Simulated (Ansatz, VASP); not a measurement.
Sc: VASP beside Ansatz

File POSCAR:

```
Sc
1.0
    3.2904992563      0.0000000000      0.0000000000
   -1.6452496282      2.8496559471      0.0000000000
    0.0000000000      0.0000000000     10.7454532385
Sc
4
Direct
    0.0000000000      0.0000000000      1.0000000000
    0.0000000000      0.0000000000      0.5000000000
    0.3333333333      0.6666666667      0.2500000000
    0.6666666667      0.3333333333      0.7500000000
```

Contents of INCAR.step1:

```
PREC = Accurate
ENCUT = 550
ISMEAR = -1
SIGMA = 0.05
LREAL = False
LASPH = True
NELM = 200
ISPIN = 2
MAGMOM = 0.535 0.535 0.429 0.429
LMAXMIX = 4
NBANDS = 34
GGA = PE
ALGO = Normal
EDIFF = 1E-5
LWAVE = True
LCHARG = False
GGA_COMPAT = False
KPAR = 4
```

The input INCAR.step2:

```
PREC = Accurate
ENCUT = 550
EDIFF = 1E-6
ISMEAR = -1
SIGMA = 0.05
LREAL = False
LASPH = True
NELM = 200
ALGO = Normal
ISIF = 2
LWAVE = False
LCHARG = False
ISPIN = 2
MAGMOM = 0.535 0.535 0.429 0.429
LORBIT = 11
LMAXMIX = 4
METAGGA = R2SCAN
LMIXTAU = True
NBANDS = 34
ISTART = 1
GGA_COMPAT = False
KPAR = 4
```

KPOINTS

```
regular mesh
0
Gamma
  15 15 4
```

Input for Ansatz:

```yaml
crystal:
  lattice:
    - [3.2904992563, 0.0, 0.0]
    - [-1.6452496282, 2.8496559471, 0.0]
    - [0.0, 0.0, 10.7454532385]
  atoms:
    - { symbol: Sc, position: [0.0, 0.0, 1.0], spin: 0.535 }
    - { symbol: Sc, position: [0.0, 0.0, 0.5], spin: 0.535 }
    - { symbol: Sc, position: [0.3333333333, 0.6666666667, 0.25], spin: 0.429 }
    - { symbol: Sc, position: [0.6666666667, 0.3333333333, 0.75], spin: 0.429 }
hamiltonian:
  xc: r2scan
  pseudopotentials:
    kind: paw
    azcp:
      Sc: "pseudopotentials/Sc.paw.azcp"
basis:
  ecutwfc: 500
  fft_grid_basis: typed
kpoints:
  mp_grid: { grid: [15, 15, 4], shift: [0, 0, 0] }
magnetization:
  spin_polarized: true
scf:
  occupations: { method: fermi_dirac, width: 0.05 }
output:
  write_density: true
  write_potential: true
  elf: true
  volumetric_format: npy
```

Alike in both runs: task single point; functional r2SCAN; k mesh 15 × 15 × 4; occupations fermi-dirac, width 0.05 eV; collinear spin.

|  | VASP | Ansatz |
| --- | --- | --- |
| version | VASP 6.6.1 | Ansatz 0.2.0 |
| potentials or method | VASP PAW PBE potentials, release 64 (Sc_sv), cutoff 550 eV | plane waves (500 eV) with PAW, scalar-relativistic |
| valence electrons in the cell | 44 | 44 |

|  | VASP | Ansatz | Ansatz less VASP |
| --- | --- | --- | --- |
| net moment per atom (μB) | 0.00 | 0.71 | +0.709 |
| size of the moment on the site where the two differ most (μB) | 0.00 | 0.53 | +0.534 |

The net moments are unlike, so the other rows may belong to different states. VASP's potentials were made for PBE, not for r2SCAN. Site moments also hang on the region over which each program counts them. Ansatz's warnings: stability check not made.
